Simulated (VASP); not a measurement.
# Re (C2/c) in VASP: notebook, part 2 of 2

VASP 6.6.1. The steps go on from the part before.

## Step 5: Single point, RPBE (15.11 Å³/atom)

This run uses another cell than the first one, of 15.11 Å³/atom.

INCAR

```
SYSTEM = Re
PREC = Accurate
ENCUT = 520
EDIFF = 1E-6
ISMEAR = -1
SIGMA = 0.1
LREAL = .False.
LASPH = .True.
NELM = 100
ALGO = Normal
ISIF = 2
LWAVE = .False.
LCHARG = .False.
GGA = RP
NBANDS = 14
```

KPOINTS

```
Automatic mesh
0
Gamma
  16 16 8
  0 0 0
```

POSCAR

```
Re
1.0
   -1.8728717959      1.5388279936      1.3727851037
    1.5388279936     -1.8728717959      1.3727851037
    3.4685093557      3.4685093557     -1.9845869393
Re
2
Direct
    0.9583635481      0.0416364519      1.0000000000
    0.7916364519      0.2083635481      0.5000000000
```

Potentials or basis: VASP PAW PBE potentials, release 64 (Re).

Command:

```sh
$ cat potpaw_PBE.64/Re/POTCAR > POTCAR
$ mpirun -np 1 vasp_std > vasp.out
```

OUTCAR:

```text
SYSTEM = Re
   PREC = Accurate
   ENCUT = 520
   EDIFF = 1E-6
   ISMEAR = -1
   LREAL = .False.
   LASPH = .True.
   NELM = 100
   ISIF = 2
   GGA = RP

 ion  position               nearest neighbor table
   1  0.958  0.042  0.000-   2 2.76   2 2.76   2 2.76   2 2.76   2 2.77   2 2.77
   2  0.792  0.208  0.500-   1 2.76   1 2.76   1 2.76   1 2.76   1 2.77   1 2.77

  Warning from LATTYP: Got some problem with cell dimensions!
  Tried to take original basis but could not verify dimensions!
  LATTYP: Found a base centered monoclinic cell.
 ALAT       =     2.7859157000
 B/A-ratio  =     1.7318801545
 C/A-ratio  =     1.6144238446
 COS(beta)  =    -0.0003802528

  Lattice vectors:

 A1 = (  -1.8728717959,   1.5388279936,   1.3727851037)
 A2 = (   1.5388279936,  -1.8728717959,   1.3727851037)
 A3 = (   3.1344655534,   3.1344655534,   0.7609832681)

Analysis of symmetry for initial positions (statically):
=====================================================================
 Subroutine PRICEL returns:
 Original cell was already a primitive cell.

 Routine SETGRP: Setting up the symmetry group for a
 base centered monoclinic supercell.

 Subroutine GETGRP returns: Found  4 space group operations
 (whereof  2 operations were pure point group operations)
 out of a pool of  4 trial point group operations.

The static configuration has the point symmetry C_2 .
 The point group associated with its full space group is C_2h.

Analysis of symmetry for dynamics (positions and initial velocities):
=====================================================================
 Subroutine PRICEL returns:
 Original cell was already a primitive cell.

 Routine SETGRP: Setting up the symmetry group for a
 base centered monoclinic supercell.

 Subroutine GETGRP returns: Found  4 space group operations
 (whereof  2 operations were pure point group operations)
 out of a pool of  4 trial point group operations.

The dynamic configuration has the point symmetry C_2 .
 The point group associated with its full space group is C_2h.

 Subroutine INISYM returns: Found  4 space group operations
 (whereof  2 operations are pure point group operations),
 and found     1 'primitive' translations

----------------------------------------------------------------------------------------

                                     Primitive cell

  volume of cell :      30.2280

  direct lattice vectors                    reciprocal lattice vectors
    -1.872871796  1.538827994  1.372785104    -0.034558733  0.258550292  0.391475326
     1.538827994 -1.872871796  1.372785104     0.258550292 -0.034558733  0.391475326
     3.468509356  3.468509356 -1.984586939     0.154940189  0.154940189  0.037702048

  length of vectors
     2.785709837  2.785709837  5.291474239     0.470420547  0.470420547  0.222338411

  position of ions in fractional coordinates (direct lattice)
     0.958363548  0.041636452  1.000000000
     0.791636452  0.208363548  0.500000000

  ion indices of the primitive-cell ions
   primitive index   ion index
                 1           1
                 2           2

----------------------------------------------------------------------------------------

 KPOINTS: Automatic mesh

Automatic generation of k-mesh.
 Grid dimensions read from file:
 generate k-points for:   16   16    8
[... 47 lines left out ...]
   number of dos      NEDOS =    301   number of ions     NIONS =      2
   total plane-waves  NPLWV =  23040
   dimension x,y,z NGX =    24 NGY =   24 NGZ =   40
   dimension x,y,z NGXF=    48 NGYF=   48 NGZF=   80
   ions per type =               2
   NGX,Y,Z   is equivalent  to a cutoff of  14.32, 14.32, 12.57 a.u.
   NGXF,Y,Z  is equivalent  to a cutoff of  28.65, 28.65, 25.13 a.u.
 SYSTEM =  Re
   PREC   = accura    normal or accurate (medium, high low for compatibility)
   ISTART =      0    job   : 0-new  1-cont  2-samecut
   ICHARG =      2    charge: 1-file 2-atom 10-const
   ISPIN  =      1    spin polarized calculation?
   LNONCOLLINEAR =      F non collinear calculations
   LSORBIT =      F    spin-orbit coupling
   LASPH  =      T    aspherical Exc in radial PAW
   ENCUT  =  520.0 eV  38.22 Ry    6.18 a.u.   5.18  5.18  9.84*2*pi/ulx,y,z
   NELM   =    100;   NELMIN=  2; NELMDL= -5     # of ELM steps
   EDIFF  = 0.1E-05   stopping-criterion for ELM
   LREAL  =      F    real-space projection
   EDIFFG = 0.1E-04   stopping-criterion for IOM
   NSW    =      0    number of steps for IOM
   IBRION =     -1    ionic relax: 0-MD 1-quasi-New 2-CG
   NFREE  =      0    steps in history (QN), initial steepest desc. (CG)
   ISIF   =      2    stress and relaxation
   ISYM   =      2    0-nonsym 1-usesym 2-fastsym
   POTIM  = 0.5000    time-step for ionic-motion
   TEBEG  =    0.0;   TEEND  =   0.0 temperature during run
   PSTRESS=    0.0 pullay stress
   NELECT =      14.0000    total number of electrons
   NUPDOWN=      -1.0000    fix difference up-down
   EMIN   =  10.00;   EMAX   =-10.00  energy-range for DOS
   EFERMI =   0.00;   METHOD = LEGACY
   ISMEAR =    -1;   SIGMA  =   0.10  broadening in eV -4-tet -1-fermi 0-gaus
   EFERMI_NEDOS =   21; number of points for ismear=-14 and -15
   IALGO  =     38    algorithm
   IMIX   =      4    mixing-type and parameters
     AMIX     =   0.40;   BMIX     =  1.00
     AMIX_MAG =   1.60;   BMIX_MAG =  1.00
  volume/ion in A,a.u.               =      15.11       101.99
  Fermi-wavevector in a.u.,A,eV,Ry     =   1.266624  2.393572 21.828325  1.604337
  Thomas-Fermi vector in A             =   2.399815
   LORBIT       =      0    0 simple, 1 ext, 2 COOP (PROOUT), +10 PAW based schemes
   GGA     = RP    functional components
   LHFCALC =     F    Hartree Fock is set to
   AEXX    =    0.0000 exact exchange contribution
   IVDW    =     0    specifies the selected vdW correction
   LEPSILON=     F    determine dielectric tensor
   LRPA    =     F    only Hartree local field effects (RPA)
 non-spin polarized calculation
  energy-cutoff  :      520.00
  volume of cell :       30.23
 maximum number of plane-waves:       830
 NGX is ok and might be reduce to    24
   NGX = 11   NGY = 11   NGZ = 19

 number of electron      14.0000000 magnetization

 Free energy of the ion-electron system (eV)
  ---------------------------------------------------
  ext. energy  EPLUGINS =         0.00000000
  ---------------------------------------------------
  free energy    TOTEN  =       -23.66439757 eV

  energy without entropy =      -23.60874796  energy(sigma->0) =      -23.63657276

 E-fermi :   7.6374     XC(G=0): -13.5552

 val. band max:        7.6358290909   @ k =  -0.1875   0.1875   0.1250
 cond. band min:       7.6413495480   @ k =   0.4375   0.1250   0.1250
 fundamental gap:      0.0055204571
 Fermi energy:         7.6373805989

 k-point     1 :       0.0000    0.0000    0.0000
  band No.  band energies     occupation
      1      -2.0386      2.00000
      2       1.2137      2.00000
      3       6.1283      2.00000
      4       6.1299      2.00000
      5       6.1312      2.00000
      6       6.9287      1.99833
      7       6.9314      1.99828
      8       7.8239      0.26815
      9       7.8248      0.26605
     10       8.1864      0.00822
     11      10.8754      0.00000
     12      10.8788      0.00000
     13      17.3180      0.00000
     14      21.7014      0.00000
[... 377 lines left out ...]
      1      -1.8833      2.00000
      2       1.3596      2.00000
      3       5.7280      2.00000
      4       6.2694      2.00000
      5       6.4809      1.99998
      6       6.8221      1.99942
      7       7.0619      1.99368
      8       7.4699      1.68440
      9       7.7058      0.67076
     10       7.8636      0.18856
     11      10.9551      0.00000
     12      11.5674      0.00000
     13      17.3075      0.00000
     14      22.0433      0.00000

 [... further k-points ...]

------------------------ aborting loop because EDIFF is reached ----------------------------------------

  FORCE on cell =-STRESS in cart. coord.  units (eV):
  Direction    XX          YY          ZZ          XY          YZ          ZX
  --------------------------------------------------------------------------------------
  -------------------------------------------------------------------------------------
  Total       -0.1263881     -0.1263881     -0.1259064     -0.0398002      0.0032705      0.0032705
  in kB       -6.6989621     -6.6989621     -6.6734291     -2.1095326      0.1733457      0.1733463
  external PRESSURE =      -6.6904511 kB  Pullay stress =       0.0000000 kB

 VOLUME and BASIS-vectors are now :
 -----------------------------------------------------------------------------
  energy-cutoff  :      520.00
  volume of cell :       30.23
      direct lattice vectors                 reciprocal lattice vectors
    -1.872871796  1.538827994  1.372785104    -0.034558733  0.258550292  0.391475326
     1.538827994 -1.872871796  1.372785104     0.258550292 -0.034558733  0.391475326
     3.468509356  3.468509356 -1.984586939     0.154940189  0.154940189  0.037702048

 POSITION                                       TOTAL-FORCE (eV/Angst)
 -----------------------------------------------------------------------------------
     -1.73082      1.39678      1.37279        -0.001361      0.001361      0.000000
      0.57226      2.56221      0.38049         0.001361     -0.001361     -0.000000
 -----------------------------------------------------------------------------------
    total drift:                                0.000000      0.000000      0.000000

  FREE ENERGIE OF THE ION-ELECTRON SYSTEM (eV)
  ---------------------------------------------------
  free  energy   TOTEN  =       -23.6643975687 eV

  energy  without entropy=      -23.6087479612  energy(sigma->0) =      -23.63657276
```

OSZICAR:

```text
N       E                     dE             d eps       ncg     rms          rms(c)
DAV:   1     0.207892141062E+02    0.20789E+02   -0.68273E+03 31024   0.128E+03
DAV:   2    -0.240236422916E+02   -0.44813E+02   -0.39659E+02 25126   0.275E+02
DAV:   3    -0.250253417503E+02   -0.10017E+01   -0.97413E+00 24488   0.432E+01
DAV:   4    -0.250352495413E+02   -0.99078E-02   -0.98981E-02 23702   0.304E+00
DAV:   5    -0.250354541033E+02   -0.20456E-03   -0.20454E-03 24266   0.767E-01    0.372E+01
DAV:   6    -0.240217700181E+02    0.10137E+01   -0.79883E-01 27068   0.245E+01    0.149E+01
DAV:   7    -0.236770262523E+02    0.34474E+00   -0.56121E-01 27298   0.201E+01    0.818E-01
DAV:   8    -0.236652152268E+02    0.11811E-01   -0.79092E-03 26460   0.836E-01    0.138E-01
DAV:   9    -0.236643740593E+02    0.84117E-03   -0.65653E-04 29616   0.383E-01    0.370E-02
DAV:  10    -0.236643947655E+02   -0.20706E-04   -0.42195E-05 24530   0.519E-02    0.120E-02
DAV:  11    -0.236643981510E+02   -0.33855E-05   -0.40439E-07 15526   0.272E-02    0.345E-03
DAV:  12    -0.236643975687E+02    0.58232E-06   -0.42813E-07 11776   0.125E-02
   1 F= -.23664398E+02 E0= -.23636573E+02  d E =-.556496E-01
```

It took 7.2 min on 1 thread of Intel Xeon 8259CL, shared host; peak memory 0.3 GiB.

Results:

- Free energy: -23.6644 eV
- Pressure: -0.7 GPa
- Band gap on the k mesh: zero (bands 7 and 8 overlap by 3.14 eV)

Stress tensor (GPa, compression positive):
```
-0.67 -0.21  0.02
-0.21 -0.67  0.02
 0.02  0.02 -0.67
```

Levels at points of the mesh, in eV from the Fermi level:
```csv
k point,band 4,band 5,band 6,band 7,band 8,band 9,band 10,band 11
"(0.00, 0.00, 0.00)",-1.51,-1.51,-0.71,-0.71,0.19,0.19,0.55,3.24
"(0.50, 0.00, 0.00)",-3.93,0.39,0.39,0.86,0.86,4.10,4.10,4.59
"(0.50, 0.50, 0.00)",-1.85,-1.73,-1.33,-0.58,3.80,4.19,4.31,5.82
"(0.00, 0.00, 0.50)",-2.30,-1.64,-1.64,-1.63,-1.63,2.45,2.45,2.45
"(0.50, 0.00, 0.50)",-1.85,-1.73,-1.33,-0.58,3.80,4.19,4.31,5.81
"(0.50, 0.50, 0.50)",-3.93,0.39,0.39,0.86,0.86,4.10,4.10,4.59
```

Caveat: the PAW data sets were made with another functional, which shifts forces and pressure a little; spin-orbit coupling is left out, which moves the levels of the heavy elements.

## Step 6: Single point, RPBE (15.72 Å³/atom)

This run uses another cell than the first one, of 15.72 Å³/atom.

INCAR

```
ALGO = Normal
EDIFF = 1E-6
ENCUT = 520
GGA = RP
ISIF = 2
ISMEAR = -1
LASPH = T
LCHARG = F
LREAL = F
LWAVE = F
NBANDS = 14
NELM = 60
PREC = Accurate
SIGMA = 0.1
```

KPOINTS

```
k-points
0
Gamma
  16 16 8
```

POSCAR

```
Re
1.0
   -1.8975176722      1.5590780526      1.3908501373
    1.5590780526     -1.8975176722      1.3908501373
    3.5141528710      3.5141528710     -2.0107029203
Re
2
Direct
    0.9583635481      0.0416364519      1.0000000000
    0.7916364519      0.2083635481      0.5000000000
```

Potentials or basis: VASP PAW PBE potentials, release 64 (Re).

Command:

```sh
$ cat potpaw_PBE.64/Re/POTCAR > POTCAR
$ mpirun -np 1 vasp_std > vasp.out
```

It took 9 min on 1 thread of Intel Xeon 8259CL, shared host; peak memory 0.31 GiB.

Results (log left out):

```
Free energy            : -23.6104 eV
Pressure               : -13.5 GPa
Band gap on the k mesh : zero (bands 7 and 8 overlap by 2.96 eV)
```

Forces on the atoms (eV/Å):
```
Re  -0.001  0.001  0.000
Re   0.001 -0.001  0.000
```

Stress tensor (GPa, compression positive):
```
-13.48  -0.25   0.00
 -0.25 -13.48   0.00
  0.00   0.00 -13.39
```

Levels at points of the mesh, in eV from the Fermi level:
```csv
k point,band 4,band 5,band 6,band 7,band 8,band 9,band 10,band 11
"(0.00, 0.00, 0.00)",-1.41,-1.41,-0.66,-0.66,0.18,0.18,0.49,3.06
"(0.50, 0.00, 0.00)",-3.71,0.38,0.38,0.79,0.80,3.85,3.85,4.34
"(0.50, 0.50, 0.00)",-1.74,-1.71,-1.27,-0.56,3.57,3.94,4.05,5.49
"(0.00, 0.00, 0.50)",-2.19,-1.54,-1.54,-1.53,-1.53,2.30,2.30,2.31
"(0.50, 0.00, 0.50)",-1.74,-1.71,-1.27,-0.56,3.57,3.94,4.05,5.49
"(0.50, 0.50, 0.50)",-3.72,0.38,0.38,0.80,0.80,3.85,3.85,4.34
```

Caveat: the cell stands under tension; the PAW data sets were made with another functional, which shifts forces and pressure a little; spin-orbit coupling is left out, which moves the levels of the heavy elements.

## Step 7: Overview

```csv
cell,gap on the mesh (eV),pressure (GPa)
"a = 2.670, b = 2.670, c = 5.071 Å, angles 105.3, 105.3, 120.0°, 2 atoms",none,60.2
"a = 2.709, b = 2.709, c = 5.146 Å, angles 105.3, 105.3, 120.0°, 2 atoms",none,35.3
"a = 2.748, b = 2.748, c = 5.220 Å, angles 105.3, 105.3, 120.0°, 2 atoms",none,15.3
"a = 2.786, b = 2.786, c = 5.291 Å, angles 105.3, 105.3, 120.0°, 2 atoms",none,-0.7
"a = 2.822, b = 2.822, c = 5.361 Å, angles 105.3, 105.3, 120.0°, 2 atoms",none,-13.5
```

Alike in all rows: task single point; level RPBE; potentials or basis VASP PAW PBE potentials, release 64 (Re); no spin polarisation; k mesh 16 × 16 × 8; cutoff (eV) 520; smearing fermi-dirac 0.1 eV.

Caveats: the PAW data sets were made with another functional, which shifts forces and pressure a little; spin-orbit coupling is left out, which moves the levels of the heavy elements; the cell stands under pressure (at least some runs); the cell stands under tension (at least some runs).

Absolute energies hang on the potentials; compare differences alone.

The gap in the log of VASP goes by the Fermi energy; the results here count the filled bands.